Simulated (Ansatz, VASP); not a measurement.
One calculation of HfZrS3, two programs

File INCAR:

```
PREC = Accurate
ENCUT = 600
EDIFF = 1E-7
ISMEAR = 0
SIGMA = 0.1
LREAL = False
LASPH = True
NELM = 150
ALGO = Normal
ISIF = 3
LWAVE = False
LCHARG = False
ISPIN = 2
MAGMOM = 1.52 0 0 0 0
LORBIT = 11
LMAXMIX = 4
GGA = PE
IBRION = 2
NSW = 100
EDIFFG = -0.01
```

Contents of KPOINTS:

```
regular mesh
0
Gamma
  8 8 8
```

POSCAR

```
HfZrS3
1.0
    4.8325831002      0.0000000000      0.0000000000
    0.0000000000      4.8325831002      0.0000000000
    0.0000000000      0.0000000000      4.8325831002
Zr Hf S
1 1 3
Direct
    0.5000000000      0.5000000000      0.5000000000
    0.0000000000      0.0000000000      0.0000000000
    0.5000000000      0.0000000000      0.0000000000
    0.0000000000      0.5000000000      0.0000000000
    0.0000000000      0.0000000000      0.5000000000
```

Input for Ansatz:

```yaml
crystal:
  lattice:
    - [4.8325831002, 0.0, 0.0]
    - [0.0, 4.8325831002, 0.0]
    - [0.0, 0.0, 4.8325831002]
  atoms:
    - { symbol: Zr, position: [0.5, 0.5, 0.5], spin: 1.52 }
    - { symbol: Hf, position: [0.0, 0.0, 0.0] }
    - { symbol: S, position: [0.5, 0.0, 0.0] }
    - { symbol: S, position: [0.0, 0.5, 0.0] }
    - { symbol: S, position: [0.0, 0.0, 0.5] }
basis:
  ecutwfc: 420
kpoints:
  mp_grid: { grid: [8, 8, 8] }
hamiltonian:
  xc: pbe
scf:
  occupations: { method: gaussian, width: 0.1 }
output:
  forces: true
  stress: true
  eigenvalues: true
  populations: true
  write_density: true
  write_potential: true
  elf: true
  volumetric_format: npy
magnetization:
  spin_polarized: true
relax:
  adjacent_minimum: "off"
  f_tol: 0.01
  max_steps: 80
  cell: { stress_tol: 0.05 }
```

Alike in both runs: task relaxation of cell and atoms; functional PBE; k mesh 8 × 8 × 8; occupations gaussian, width 0.1 eV; collinear spin.

|  | VASP | Ansatz |
| --- | --- | --- |
| version | VASP 6.6.1 | Ansatz 0.2.0 |
| potentials or method | VASP PAW PBE potentials, release 64 (Zr_sv, Hf_pv, S), cutoff 600 eV | scalar-relativistic, plane waves, PAW |
| valence electrons in the cell | 40 | 56 |

|  | VASP | Ansatz | Ansatz less VASP |
| --- | --- | --- | --- |
| gap on the k mesh at the Fermi level, each at its own relaxed structure (eV) | none | none | - |
| net moment per atom (μB) | 0.34 | 0.34 | +0.002 |
| size of the moment on the site where the two differ most (μB) | 1.24 | 1.41 | +0.172 |
| relaxed volume (Å³/atom) | 22.87 | 22.96 | +0.085 |
| relaxed cell length with the largest relative difference (Å) | 4.854 | 4.860 | +0.0060 |

Site moments also hang on the region over which each program counts them. A gap of «none» marks a metal or a gap that the smearing closes. VASP's potentials hold 40 valence electrons a cell and Ansatz's 56, so a difference there can come from the potentials and not from the codes.

Neither program's run includes spin-orbit coupling. Noted on VASP's run: too few bands were computed for a metal, which touches its energy and stress.
